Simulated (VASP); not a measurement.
Write the native input for VASP 6.6.1 that does the following.

```yaml
Task: single point
Functional: PBE
Potentials_or_basis: VASP PAW PBE potentials, release 64 (Ir)
Cutoff: 520 eV
k_mesh: 15 × 15 × 15
Occupations: fermi-dirac, width 0.05 eV
Spin: no spin polarisation
Dipole_correction: no
Further_INCAR_settings: ALGO = Normal; EDIFF = 1e-06; NBANDS = 10
```

The structure of Ir lies in POSCAR:

```
Ir
1.0
    0.0000000000      1.9388970000      1.9197000000
    1.9388970000      0.0000000000      1.9197000000
    1.9388970000      1.9388970000      0.0000000000
Ir
1
Direct
    0.0000000000      0.0000000000      0.0000000000
```

This cell differs from its parent crystal: equal xx and yy strain of +1 %.

One way to write it, as run:

INCAR

```
  PREC = Accurate
  ENCUT = 520
  EDIFF = 1E-6
  ISMEAR = -1
  SIGMA = 0.05
  LREAL = F
  LASPH = T
  NELM = 80
  ALGO = Normal
  ISIF = 2
  LWAVE = F
  LCHARG = F
  GGA = PE
  NBANDS = 10
```

KPOINTS

```
regular mesh
0
Gamma
  15 15 15
```

Potentials or basis: VASP PAW PBE potentials, release 64 (Ir).

The run is started by

```console
$ cat potpaw_PBE.64/Ir/POTCAR > POTCAR
$ mpirun -np 1 vasp_std > vasp.out
```

Results of the run:

| Property | Result |
| --- | --- |
| Pressure | 2.0 GPa |
| Band gap on the k mesh | zero (an odd number of electrons rules out a gap without spin polarisation) |

Caveat: the cell differs from its parent crystal (equal xx and yy strain of +1 %); spin-orbit coupling is left out, which moves the levels of the heavy elements.

It took 49 s on 1 thread of Intel Xeon 8259CL, on a shared host, peak memory 0.17 GiB.
